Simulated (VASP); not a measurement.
# HgTe (F-43m) in VASP: a series of runs, part 2 of 2

VASP 6.6.1. The steps go on from the part before.

## Step 3: Single point, PBEsol

INCAR

```
  PREC = Accurate
  ENCUT = 500
  EDIFF = 1E-6
  ISMEAR = -1
  SIGMA = 0.02
  LREAL = F
  LASPH = T
  NELM = 120
  ALGO = Normal
  ISIF = 2
  LWAVE = F
  LCHARG = F
  GGA = PS
  NBANDS = 16
  ISYM = 0
  GGA_COMPAT = F
```

KPOINTS

```
Automatic mesh
0
Gamma
  4 4 4
```

POSCAR

```
HgTe
1.0
    0.0000000000      3.2891578872      3.2891578872
    3.2891578872      0.0000000000      3.2891578872
    3.2891578872      3.2891578872      0.0000000000
Hg Te
1 1
Direct
    0.0000000000      0.0000000000      0.0000000000
    0.2500000000      0.2500000000      0.2500000000
```

Potentials or basis: VASP PAW PBE potentials, release 64 (Hg, Te).

The run is started by

```
cat potpaw_PBE.64/Hg/POTCAR potpaw_PBE.64/Te/POTCAR > POTCAR
mpirun -np 1 vasp_std > vasp.out
```

OUTCAR:

```text
PREC = Accurate
   ENCUT = 500
   EDIFF = 1E-6
   ISMEAR = -1
   LREAL = F
   LASPH = T
   NELM = 120
   ISIF = 2
   GGA = PS
   ISYM = 0

 ion  position               nearest neighbor table
   1  0.000  0.000  0.000-   2 2.85   2 2.85   2 2.85   2 2.85
   2  0.250  0.250  0.250-   1 2.85   1 2.85   1 2.85   1 2.85

IMPORTANT INFORMATION: All symmetrisations will be switched off!
NOSYMM: (Re-)initialisation of all symmetry stuff for point group C_1.

----------------------------------------------------------------------------------------

                                     Primitive cell

  volume of cell :      71.1679

  direct lattice vectors                    reciprocal lattice vectors
     0.000000000  3.289157887  3.289157887    -0.152014594  0.152014594  0.152014594
     3.289157887  0.000000000  3.289157887     0.152014594 -0.152014594  0.152014594
     3.289157887  3.289157887  0.000000000     0.152014594  0.152014594 -0.152014594

  length of vectors
     4.651571693  4.651571693  4.651571693     0.263297000  0.263297000  0.263297000

  position of ions in fractional coordinates (direct lattice)
     0.000000000  0.000000000  0.000000000
     0.250000000  0.250000000  0.250000000

  ion indices of the primitive-cell ions
   primitive index   ion index
                 1           1
                 2           2

----------------------------------------------------------------------------------------

 KPOINTS: Automatic mesh

Automatic generation of k-mesh.
 Grid dimensions read from file:
 generate k-points for:    4    4    4

 Generating k-lattice:

  Cartesian coordinates                     Fractional coordinates (reciprocal lattice)
    -0.038003648  0.038003648  0.038003648     0.250000000  0.000000000  0.000000000
     0.038003648 -0.038003648  0.038003648     0.000000000  0.250000000  0.000000000
     0.038003648  0.038003648 -0.038003648     0.000000000  0.000000000  0.250000000

  Length of vectors
     0.065824250  0.065824250  0.065824250

  Shift w.r.t. Gamma in fractional coordinates (k-lattice)
     0.000000000  0.000000000  0.000000000

 Subroutine IBZKPT returns following result:
 ===========================================

 Found     36 irreducible k-points:

 Following reciprocal coordinates:
            Coordinates               Weight
  0.000000  0.000000  0.000000      1.000000
  0.250000  0.000000  0.000000      2.000000
  0.000000  0.250000  0.000000      2.000000
  0.000000  0.000000  0.250000      2.000000
  0.250000  0.250000  0.250000      2.000000
  0.500000  0.000000  0.000000      1.000000
[... 16 lines left out ...]
  0.250000  0.500000  0.500000      2.000000
  0.500000  0.000000  0.250000      2.000000
 [... further k-points ...]
   k-points           NKPTS =     36   k-points in BZ     NKDIM =     36   number of bands    NBANDS=     16
   number of dos      NEDOS =    301   number of ions     NIONS =      2
   total plane-waves  NPLWV =  46656
   dimension x,y,z NGX =    36 NGY =   36 NGZ =   36
   dimension x,y,z NGXF=    72 NGYF=   72 NGZF=   72
   ions per type =               1   1
   NGX,Y,Z   is equivalent  to a cutoff of  12.87, 12.87, 12.87 a.u.
   NGXF,Y,Z  is equivalent  to a cutoff of  25.73, 25.73, 25.73 a.u.
 SYSTEM =  unknown system
   PREC   = accura    normal or accurate (medium, high low for compatibility)
   ISTART =      0    job   : 0-new  1-cont  2-samecut
   ICHARG =      2    charge: 1-file 2-atom 10-const
   ISPIN  =      1    spin polarized calculation?
   LNONCOLLINEAR =      F non collinear calculations
   LSORBIT =      F    spin-orbit coupling
   LASPH  =      T    aspherical Exc in radial PAW
   ENCUT  =  500.0 eV  36.75 Ry    6.06 a.u.   8.48  8.48  8.48*2*pi/ulx,y,z
   NELM   =    120;   NELMIN=  2; NELMDL= -5     # of ELM steps
   EDIFF  = 0.1E-05   stopping-criterion for ELM
   LREAL  =      F    real-space projection
   EDIFFG = 0.1E-04   stopping-criterion for IOM
   NSW    =      0    number of steps for IOM
   IBRION =     -1    ionic relax: 0-MD 1-quasi-New 2-CG
   NFREE  =      0    steps in history (QN), initial steepest desc. (CG)
   ISIF   =      2    stress and relaxation
   ISYM   =      0    0-nonsym 1-usesym 2-fastsym
   POTIM  = 0.5000    time-step for ionic-motion
   TEBEG  =    0.0;   TEEND  =   0.0 temperature during run
   PSTRESS=    0.0 pullay stress
   NELECT =      18.0000    total number of electrons
   NUPDOWN=      -1.0000    fix difference up-down
   EMIN   =  10.00;   EMAX   =-10.00  energy-range for DOS
   EFERMI =   0.00;   METHOD = LEGACY
   ISMEAR =    -1;   SIGMA  =   0.02  broadening in eV -4-tet -1-fermi 0-gaus
   EFERMI_NEDOS =   21; number of points for ismear=-14 and -15
   IALGO  =     38    algorithm
   IMIX   =      4    mixing-type and parameters
     AMIX     =   0.40;   BMIX     =  1.00
     AMIX_MAG =   1.60;   BMIX_MAG =  1.00
  volume/ion in A,a.u.               =      35.58       240.13
  Fermi-wavevector in a.u.,A,eV,Ry     =   1.035311  1.956455 14.583669  1.071869
  Thomas-Fermi vector in A             =   2.169648
   LORBIT       =      0    0 simple, 1 ext, 2 COOP (PROOUT), +10 PAW based schemes
   GGA     = PS    functional components
   LHFCALC =     F    Hartree Fock is set to
   AEXX    =    0.0000 exact exchange contribution
   IVDW    =     0    specifies the selected vdW correction
   LEPSILON=     F    determine dielectric tensor
   LRPA    =     F    only Hartree local field effects (RPA)
 non-spin polarized calculation
  energy-cutoff  :      500.00
  volume of cell :       71.17
 maximum number of plane-waves:      1820
 NGX is ok and might be reduce to    36
   NGX = 17   NGY = 17   NGZ = 17

 number of electron      18.0000001 magnetization

 Free energy of the ion-electron system (eV)
  ---------------------------------------------------
  ext. energy  EPLUGINS =         0.00000000
  ---------------------------------------------------
  free energy    TOTEN  =        -4.28288433 eV

  energy without entropy =       -4.28169087  energy(sigma->0) =       -4.28228760

 E-fermi :   2.4558     XC(G=0):  -8.6823

 val. band max:        2.4419486711   @ k =   0.0000   0.0000   0.0000
 cond. band min:       3.0655925406   @ k =   0.5000   0.5000   0.5000
 fundamental gap:      0.6236438696
 Fermi energy:         2.4558113051

 k-point     1 :       0.0000    0.0000    0.0000
  band No.  band energies     occupation
      1      -9.2116      2.00000
      2      -4.6336      2.00000
      3      -4.6336      2.00000
      4      -4.6336      2.00000
      5      -4.1641      2.00000
      6      -4.1641      2.00000
[... 8 lines left out ...]
     15      11.8879      0.00000
     16      11.8879      0.00000

 k-point     2 :       0.2500    0.0000    0.0000
  band No.  band energies     occupation
      1      -8.9650      2.00000
      2      -4.5717      2.00000
      3      -4.5717      2.00000
      4      -4.4824      2.00000
      5      -4.1648      2.00000
      6      -4.1648      2.00000
[... 8 lines left out ...]
     15      10.8714      0.00000
     16      10.8714      0.00000

 k-point     3 :       0.0000    0.2500    0.0000
  band No.  band energies     occupation
      1      -8.9650      2.00000
      2      -4.5717      2.00000
      3      -4.5717      2.00000
      4      -4.4824      2.00000
      5      -4.1648      2.00000
      6      -4.1648      2.00000
[... 8 lines left out ...]
     15      10.8714      0.00000
     16      10.8714      0.00000
[... 362 lines left out ...]
 k-point    23 :       0.2500    0.5000    0.5000
  band No.  band energies     occupation
      1      -8.6082      2.00000
      2      -4.4849      2.00000
      3      -4.4274      2.00000
      4      -4.2686      2.00000
      5      -4.1343      2.00000
      6      -3.9001      2.00000
[... 8 lines left out ...]
     15      12.6055      0.00000
     16      12.9184      0.00000

 k-point    24 :       0.5000    0.0000    0.2500
  band No.  band energies     occupation
      1      -8.6082      2.00000
      2      -4.4849      2.00000
      3      -4.4274      2.00000
      4      -4.2686      2.00000
      5      -4.1343      2.00000
      6      -3.9001      2.00000
[... 8 lines left out ...]
     15      12.6055      0.00000
     16      12.9184      0.00000

 [... further k-points ...]

------------------------ aborting loop because EDIFF is reached ----------------------------------------

  FORCE on cell =-STRESS in cart. coord.  units (eV):
  Direction    XX          YY          ZZ          XY          YZ          ZX
  --------------------------------------------------------------------------------------
  -------------------------------------------------------------------------------------
  Total       -0.3129151     -0.3129095     -0.3129105      0.0000061      0.0000080      0.0000043
  in kB       -7.0445445     -7.0444180     -7.0444407      0.0001384      0.0001807      0.0000957
  external PRESSURE =      -7.0444677 kB  Pullay stress =       0.0000000 kB

 VOLUME and BASIS-vectors are now :
 -----------------------------------------------------------------------------
  energy-cutoff  :      500.00
  volume of cell :       71.17
      direct lattice vectors                 reciprocal lattice vectors
     0.000000000  3.289157887  3.289157887    -0.152014594  0.152014594  0.152014594
     3.289157887  0.000000000  3.289157887     0.152014594 -0.152014594  0.152014594
     3.289157887  3.289157887  0.000000000     0.152014594  0.152014594 -0.152014594

 POSITION                                       TOTAL-FORCE (eV/Angst)
 -----------------------------------------------------------------------------------
      0.00000      0.00000      0.00000         0.000002      0.000003      0.000000
      1.64458      1.64458      1.64458        -0.000002     -0.000003     -0.000000
 -----------------------------------------------------------------------------------
    total drift:                                0.000014      0.000015      0.000011

  FREE ENERGIE OF THE ION-ELECTRON SYSTEM (eV)
  ---------------------------------------------------
  free  energy   TOTEN  =        -4.2828843312 eV

  energy  without entropy=       -4.2816908671  energy(sigma->0) =       -4.28228760
```

stdout:

```text
POSCAR found type information on POSCAR HgTe
 POSCAR found :  2 types and       2 ions
 scaLAPACK will be used
 -----------------------------------------------------------------------------
|                                                                             |
|                                                                             |
|     You enforced a specific xc type in the INCAR file but a different       |
|     I HOPE YOU KNOW WHAT YOU ARE DOING!                                     |
|                                                                             |
 -----------------------------------------------------------------------------

 LDA part: xc-table for (Slater+PW92), standard interpolation
 POSCAR, INCAR and KPOINTS ok, starting setup
 FFT: planning ... GRIDC
 FFT: planning ... GRID_SOFT
 FFT: planning ... GRID
 WAVECAR not read
 entering main loop
```

Run time: 55 s. Hardware: 1 thread of Intel Xeon 8259CL, shared host; peak memory 0.22 GiB.

Results:

| Quantity | Value |
| --- | --- |
| Free energy | -4.2829 eV |
| Pressure | -0.7 GPa |
| Band gap on the k mesh | zero (filled and empty bands touch) |

Caveat: the k points lie up to 0.41 Å⁻¹ apart; semilocal functionals underestimate gaps, and a narrow one can read as zero; the PAW data sets were made with another functional, which shifts forces and pressure a little; spin-orbit coupling is left out, which moves the levels of the heavy elements.

The gap in the log of VASP goes by the Fermi energy; the results here count the filled bands.